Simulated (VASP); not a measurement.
Input of a VASP 6.6.1 run:

File INCAR:

```
SYSTEM = Ta3Si3N
PREC = Accurate ; ENCUT = 600
EDIFF = 1E-6 ; ISMEAR = 0
SIGMA = 0.1 ; LREAL = .False.
LASPH = .True. ; NELM = 100
ALGO = Normal ; ISIF = 3
LWAVE = .False. ; LCHARG = .False.
GGA = PE ; IBRION = 2
NSW = 100 ; EDIFFG = -0.01
```

Contents of KPOINTS:

```
regular mesh
0
Gamma
  8 8 8
  0 0 0
```

File POSCAR:

```
Ta3Si3N
1.0
    4.9168685081      0.0000000000      0.0000000000
    0.0000000000      4.9168685081      0.0000000000
    0.0000000000      0.0000000000      4.9168685081
Ta Si N
3 3 1
Direct
    0.5000000000      0.0000000000      0.0000000000
    0.0000000000      0.5000000000      0.0000000000
    0.0000000000      0.0000000000      0.5000000000
    0.5000000000      0.0000000000      0.5000000000
    0.5000000000      0.5000000000      0.0000000000
    0.0000000000      0.5000000000      0.5000000000
    0.0000000000      0.0000000000      0.0000000000
```

Potentials or basis: VASP PAW PBE potentials, release 64 (Ta_pv, Si, N).

The run is started by

```console
$ cat potpaw_PBE.64/Ta_pv/POTCAR potpaw_PBE.64/Si/POTCAR potpaw_PBE.64/N/POTCAR > POTCAR
$ mpirun -np 1 vasp_std > vasp.out
```

Q: What does it give for the band gap on the k mesh?

A: Zero (band 25 reaches 7.08 eV, above the bottom of band 26 at 6.00 eV).

Q: Predict the relaxed volume.

A: 17.01 Å³/atom.

Q: Predict the relaxed cell.

A: a = 4.920 Å, b = 4.920 Å, c = 4.920 Å, α = 90.00°, β = 90.00°, γ = 90.00°.

Final structure:
```
CELL_PARAMETERS angstrom
4.92010 0.00000 0.00000
0.00000 4.92010 0.00000
0.00000 0.00000 4.92010
ATOMIC_POSITIONS crystal
Ta 0.50000 0.00000 0.00000
Ta 0.00000 0.50000 0.00000
Ta 0.00000 0.00000 0.50000
Si 0.50000 0.00000 0.50000
Si 0.50000 0.50000 0.00000
Si 0.00000 0.50000 0.50000
N 0.00000 0.00000 0.00000
```

Caveat: spin-orbit coupling is left out, which moves the levels of the heavy elements.
